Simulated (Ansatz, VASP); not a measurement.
## MgF2: VASP beside Ansatz

Contents of INCAR:

```
  PREC = Accurate
  ENCUT = 600
  EDIFF = 1E-6
  ISMEAR = 0
  SIGMA = 0.02
  LREAL = False
  LASPH = True
  NELM = 120
  ALGO = Normal
  ISIF = 2
  LWAVE = False
  LCHARG = False
  GGA = PE
  NBANDS = 25
  GGA_COMPAT = False
```

The input KPOINTS:

```
Automatic mesh
0
Gamma
  4 4 6
```

Contents of POSCAR:

```
MgF2
1.0
    4.6250000000      0.0000000000      0.0000000000
    0.0000000000      4.6250000000      0.0000000000
    0.0000000000      0.0000000000      3.0214800000
Mg F
2 4
Direct
    0.0000000000      0.0000000000      0.0000000000
    0.5000000000      0.5000000000      0.5000000000
    0.3030000000      0.3030000000      0.0000000000
    0.1970000000      0.8030000000      0.5000000000
    0.6970000000      0.6970000000      0.0000000000
    0.8030000000      0.1970000000      0.5000000000
```

Input for Ansatz:

```yaml
crystal:
  lattice:
    - [4.625, 0.0, 0.0]
    - [0.0, 4.625, 0.0]
    - [0.0, 0.0, 3.02148]
  atoms:
    - { symbol: Mg, position: [0.0, 0.0, 0.0] }
    - { symbol: Mg, position: [0.5, 0.5, 0.5] }
    - { symbol: F, position: [0.303, 0.303, 0.0] }
    - { symbol: F, position: [0.197, 0.803, 0.5] }
    - { symbol: F, position: [0.697, 0.697, 0.0] }
    - { symbol: F, position: [0.803, 0.197, 0.5] }
basis:
  ecutwfc: 520.0
kpoints:
  mp_grid:
    grid: [4, 4, 6]
hamiltonian:
  xc: pbe
scf:
  occupations:
    method: gaussian
    width: 0.02
output:
  stress: true
```

Alike in both runs: task single point; functional PBE; k mesh 4 × 4 × 6; occupations gaussian, width 0.02 eV; no spin polarisation.

```csv
,VASP,Ansatz
version,VASP 6.6.1,Ansatz 0.2.0
potentials or method,"VASP PAW PBE potentials, release 64 (Mg, F), cutoff 600 eV","plane waves, PAW"
valence electrons in the cell,32,48
```

|  | VASP | Ansatz | Ansatz less VASP |
| --- | --- | --- | --- |
| pressure (GPa) | 4.7 | 5.8 | +1.10 |
| traceless stress, the component that is largest in VASP (GPa) | 1.17 | 1.22 | +0.047 |

The functional is the same, so the differences come from potentials, cutoffs and numerics. VASP's potentials hold 32 valence electrons a cell and Ansatz's 48, so a difference there can come from the potentials and not from the codes.
